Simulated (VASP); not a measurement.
# In3O2 (R-3m) in VASP: single point with PBE

Aim: the single point of In3O2 with PBE.

All numbers are computed with VASP 6.6.1; they aren't measurements. Logs are shortened: lines on timing, memory, paths and dates and some standing lists are left out, and cuts for length are marked.

## Step 1: The cell of the first run

It takes space group R-3m (No. 166, trigonal). Conventional cell: a = 7.210 Å, b = 7.210 Å, c = 7.577 Å, α = 90.00°, β = 90.00°, γ = 120.00°. Within 2.9 Å of In (site symmetry 2/m) lie 2 O at 2.20 Å. Within 2.9 Å of O (site symmetry 3m) lie 3 In at 2.20 Å.

The cell was generated, and may not be a known phase.

## Step 2: Single point, PBE

Input file INCAR:

```
SYSTEM = In3O2
ALGO     = Fast           ! electronic algorithm
EDIFF    = 1E-6           ! SCF threshold, eV
ENCUT    = 520            ! plane-wave cutoff, eV
GGA      = PE             ! functional
ISIF     = 2              ! what is computed and relaxed
ISMEAR   = 0              ! smearing method
LASPH    = .TRUE.         ! aspherical terms in the spheres
LCHARG   = .FALSE.        ! write CHGCAR
LREAL    = .FALSE.        ! projectors in reciprocal space
LWAVE    = .FALSE.        ! write WAVECAR
NBANDS   = 34             ! bands
NELM     = 100            ! most SCF steps
PREC     = Accurate       ! precision mode
SIGMA    = 0.1            ! smearing width, eV
```

Input file KPOINTS:

```
k-points
0
G
  12 12 12
  0 0 0
```

Input file POSCAR:

```
In3O2
1.0
    3.6049376927      2.0813117473      2.5257396408
   -3.6049376927      2.0813117473      2.5257396408
    0.0000000000     -4.1626234945      2.5257396409
In O
3 2
Direct
    0.0000000000      0.5000000000      0.0000000000
    0.0000000000      0.0000000000      0.5000000000
    0.5000000000      0.0000000000      0.0000000000
    0.7409728779      0.7409728779      0.7409728779
    0.2590271221      0.2590271221      0.2590271221
```

Potentials or basis: VASP PAW PBE potentials, release 64 (In_d, O).

Started as:

```sh
$ cat potpaw_PBE.64/In_d/POTCAR potpaw_PBE.64/O/POTCAR > POTCAR
$ mpirun -np 1 vasp_std > vasp.out
```

OUTCAR:

```text
SYSTEM = In3O2
   EDIFF = 1E-6
   ENCUT = 520
   GGA = PE
   ISIF = 2
   ISMEAR = 0
   LASPH = .TRUE.
   LREAL = .FALSE.
   NELM = 100
   PREC = Accurate

 ion  position               nearest neighbor table
   1  0.000  0.500  0.000-   4 2.20   5 2.20   3 3.27   3 3.27   2 3.27   2 3.27   2 3.60   2 3.60
                             3 3.60   3 3.60
   2  0.000  0.000  0.500-   4 2.20   5 2.20   1 3.27   3 3.27   1 3.27   3 3.27   1 3.60   1 3.60
                             3 3.60   3 3.60
   3  0.500  0.000  0.000-   4 2.20   5 2.20   1 3.27   1 3.27   2 3.27   2 3.27   2 3.60   2 3.60
                             1 3.60   1 3.60
   4  0.741  0.741  0.741-   2 2.20   1 2.20   3 2.20
   5  0.259  0.259  0.259-   2 2.20   1 2.20   3 2.20

  LATTYP: Found a trigonal (rhomboedric) cell.
 ALAT       =     4.8689624245
 COS(alpha) =    -0.0963587207

  Lattice vectors:

 A1 = (   3.6049376927,   2.0813117473,   2.5257396408)
 A2 = (  -3.6049376927,   2.0813117473,   2.5257396408)
 A3 = (   0.0000000000,  -4.1626234945,   2.5257396409)

Analysis of symmetry for initial positions (statically):
=====================================================================
 Subroutine PRICEL returns:
 Original cell was already a primitive cell.

 Routine SETGRP: Setting up the symmetry group for a
 trigonal (rhombohedral) supercell.

 Subroutine GETGRP returns: Found 12 space group operations
 (whereof 12 operations were pure point group operations)
 out of a pool of 12 trial point group operations.

The static configuration has the point symmetry D_3d.

Analysis of symmetry for dynamics (positions and initial velocities):
=====================================================================
 Subroutine PRICEL returns:
 Original cell was already a primitive cell.

 Routine SETGRP: Setting up the symmetry group for a
 trigonal (rhombohedral) supercell.

 Subroutine GETGRP returns: Found 12 space group operations
 (whereof 12 operations were pure point group operations)
 out of a pool of 12 trial point group operations.

The dynamic configuration has the point symmetry D_3d.

 Subroutine INISYM returns: Found 12 space group operations
 (whereof 12 operations are pure point group operations),
 and found     1 'primitive' translations

----------------------------------------------------------------------------------------

                                     Primitive cell
[... 92 lines left out ...]
   LNONCOLLINEAR =      F non collinear calculations
   LSORBIT =      F    spin-orbit coupling
   LASPH  =      T    aspherical Exc in radial PAW
   ENCUT  =  520.0 eV  38.22 Ry    6.18 a.u.   9.05  9.05  9.05*2*pi/ulx,y,z
   NELM   =    100;   NELMIN=  2; NELMDL= -5     # of ELM steps
   EDIFF  = 0.1E-05   stopping-criterion for ELM
   LREAL  =      F    real-space projection
   EDIFFG = 0.1E-04   stopping-criterion for IOM
   NSW    =      0    number of steps for IOM
   IBRION =     -1    ionic relax: 0-MD 1-quasi-New 2-CG
   NFREE  =      0    steps in history (QN), initial steepest desc. (CG)
   ISIF   =      2    stress and relaxation
   ISYM   =      2    0-nonsym 1-usesym 2-fastsym
   POTIM  = 0.5000    time-step for ionic-motion
   TEBEG  =    0.0;   TEEND  =   0.0 temperature during run
   PSTRESS=    0.0 pullay stress
   NELECT =      51.0000    total number of electrons
   NUPDOWN=      -1.0000    fix difference up-down
   EMIN   =  10.00;   EMAX   =-10.00  energy-range for DOS
   EFERMI =   0.00;   METHOD = LEGACY
   ISMEAR =     0;   SIGMA  =   0.10  broadening in eV -4-tet -1-fermi 0-gaus
   EFERMI_NEDOS =   21; number of points for ismear=-14 and -15
   IALGO  =     68    algorithm
   IMIX   =      4    mixing-type and parameters
     AMIX     =   0.40;   BMIX     =  1.00
     AMIX_MAG =   1.60;   BMIX_MAG =  1.00
  volume/ion in A,a.u.               =      22.74       153.46
  Fermi-wavevector in a.u.,A,eV,Ry     =   1.253160  2.368130 21.366737  1.570411
  Thomas-Fermi vector in A             =   2.387026
   LORBIT       =      0    0 simple, 1 ext, 2 COOP (PROOUT), +10 PAW based schemes
   GGA     = PE    functional components
   LHFCALC =     F    Hartree Fock is set to
   AEXX    =    0.0000 exact exchange contribution
   IVDW    =     0    specifies the selected vdW correction
   LEPSILON=     F    determine dielectric tensor
   LRPA    =     F    only Hartree local field effects (RPA)
 non-spin polarized calculation
 RMM-DIIS sequential band-by-band and
 Gauss-broadening in eV      SIGMA  =   0.10
  energy-cutoff  :      520.00
  volume of cell :      113.70
 maximum number of plane-waves:      3097
   NGX = 19   NGY = 19   NGZ = 19

 number of electron      51.0000037 magnetization

 Free energy of the ion-electron system (eV)
  ---------------------------------------------------
  ext. energy  EPLUGINS =         0.00000000
  ---------------------------------------------------
  free energy    TOTEN  =       -19.32879395 eV

  energy without entropy =      -19.29824416  energy(sigma->0) =      -19.31351905

 E-fermi :   4.5683     XC(G=0):  -9.2453

 val. band max:        4.5665348618   @ k =  -0.1667  -0.4167   0.0833
 cond. band min:       4.5692374576   @ k =   0.5000   0.5000   0.4167
 fundamental gap:      0.0027025957
 Fermi energy:         4.5683216911

 k-point     1 :       0.0000    0.0000    0.0000
  band No.  band energies     occupation
      1     -13.9119      2.00000
      2     -13.1803      2.00000
      3     -10.0803      2.00000
      4     -10.0803      2.00000
      5      -9.9617      2.00000
      6      -9.8547      2.00000
[... 877 lines left out ...]
     33      11.3577      0.00000
     34      12.1265      0.00000

 [... further k-points ...]
[... 5 lines left out ...]
  --------------------------------------------------------------------------------------
  -------------------------------------------------------------------------------------
  Total        0.1261857      0.1261857      0.0332968      0.0000000     -0.0000000      0.0000000
  in kB        1.7780581      1.7780581      0.4691781      0.0000000     -0.0000000      0.0000000
  external PRESSURE =       1.3417648 kB  Pullay stress =       0.0000000 kB

 VOLUME and BASIS-vectors are now :
 -----------------------------------------------------------------------------
  energy-cutoff  :      520.00
  volume of cell :      113.70
      direct lattice vectors                 reciprocal lattice vectors
     3.604937693  2.081311747  2.525739641     0.138698652  0.080077704  0.131974542
    -3.604937693  2.081311747  2.525739641    -0.138698652  0.080077704  0.131974542
     0.000000000 -4.162623495  2.525739641     0.000000000 -0.160155409  0.131974542

 POSITION                                       TOTAL-FORCE (eV/Angst)
 -----------------------------------------------------------------------------------
     -1.80247      1.04066      1.26287         0.000000      0.000000     -0.000000
      0.00000     -2.08131      1.26287        -0.000000      0.000000      0.000000
      1.80247      1.04066      1.26287         0.000000      0.000000      0.000000
      0.00000      0.00000      5.61451         0.000000     -0.000000     -0.023307
      0.00000      0.00000      1.96271         0.000000      0.000000      0.023307
 -----------------------------------------------------------------------------------
    total drift:                                0.000000      0.000000      0.000000

  FREE ENERGIE OF THE ION-ELECTRON SYSTEM (eV)
  ---------------------------------------------------
  free  energy   TOTEN  =       -19.3287939471 eV

  energy  without entropy=      -19.2982441570  energy(sigma->0) =      -19.31351905
```

OSZICAR:

```text
N       E                     dE             d eps       ncg     rms          rms(c)
DAV:   1     0.560541926383E+03    0.56054E+03   -0.24294E+04 12852   0.191E+03
DAV:   2     0.648517586585E+02   -0.49569E+03   -0.47550E+03 13280   0.480E+02
DAV:   3    -0.198779943630E+02   -0.84730E+02   -0.81720E+02 16258   0.200E+02
DAV:   4    -0.247651222187E+02   -0.48871E+01   -0.48508E+01 14988   0.514E+01
DAV:   5    -0.249329563077E+02   -0.16783E+00   -0.16767E+00 16948   0.912E+00    0.146E+01
RMM:   6    -0.205682267564E+02    0.43647E+01   -0.18985E+01 15753   0.186E+01    0.965E+00
RMM:   7    -0.194098379051E+02    0.11584E+01   -0.26341E+00 15323   0.123E+01    0.321E+00
RMM:   8    -0.193128728365E+02    0.96965E-01   -0.84112E-01 16010   0.507E+00    0.634E-01
RMM:   9    -0.193262401661E+02   -0.13367E-01   -0.23208E-01 17778   0.335E+00    0.394E-01
RMM:  10    -0.193279291171E+02   -0.16890E-02   -0.35385E-02 18272   0.121E+00    0.261E-01
RMM:  11    -0.193293515182E+02   -0.14224E-02   -0.93864E-03 16129   0.724E-01    0.241E-01
RMM:  12    -0.193287218123E+02    0.62971E-03   -0.32391E-03 18115   0.418E-01    0.440E-02
RMM:  13    -0.193287933811E+02   -0.71569E-04   -0.10227E-03 20909   0.188E-01    0.760E-02
RMM:  14    -0.193288104166E+02   -0.17036E-04   -0.16817E-04 21287   0.669E-02    0.101E-01
RMM:  15    -0.193287915060E+02    0.18911E-04   -0.64901E-05 16452   0.395E-02    0.781E-02
RMM:  16    -0.193287952298E+02   -0.37237E-05   -0.13964E-05 14149   0.235E-02    0.723E-02
RMM:  17    -0.193287935329E+02    0.16968E-05   -0.69130E-06 14636   0.155E-02    0.678E-02
RMM:  18    -0.193287939471E+02   -0.41419E-06   -0.14963E-06  8767   0.869E-03
   1 F= -.19328794E+02 E0= -.19313519E+02  d E =-.305498E-01
```

Wall time 15 min (1 thread of Oxide Virtual Turin-like, shared host); peak memory 0.59 GiB.

Results:

```yaml
Free_energy: -19.3288 eV
Pressure: 0.1 GPa
Largest_force: 0.023 eV/Å
Band_gap_on_the_k_mesh: zero (an odd number of electrons rules out a gap without spin polarisation)
```

Forces in eV/Å, atoms in the order of the input:
```
In   0.000  0.000  0.000
In   0.000  0.000  0.000
In   0.000  0.000  0.000
O    0.000  0.000 -0.023
O    0.000  0.000  0.023
```

Stress tensor (GPa, compression positive):
```
0.18 0.00 0.00
0.00 0.18 0.00
0.00 0.00 0.05
```

Levels at points of the mesh, in eV from the Fermi level:
```tsv
k point	band 21	band 22	band 23	band 24	band 25	band 26	band 27	band 28	band 29	band 30
(0.00, 0.00, 0.00)	-4.02	-4.02	-2.61	-2.44	-0.83	-0.83	1.94	1.94	3.23	5.46
(0.50, 0.00, 0.00)	-4.06	-3.38	-2.86	-1.23	-1.18	0.11	0.75	3.51	3.57	4.09
(0.50, 0.50, 0.00)	-3.93	-3.55	-2.68	-1.60	-1.57	0.13	0.63	3.10	3.43	4.13
(0.50, 0.50, 0.50)	-4.63	-4.11	-3.11	0.05	0.05	0.32	0.53	0.53	0.80	3.73
```

Caveat: spin-orbit coupling is left out, which moves the levels of the heavy elements; an odd number of electrons without spin polarisation forces a metal; a magnetic or distorted state may lie lower.
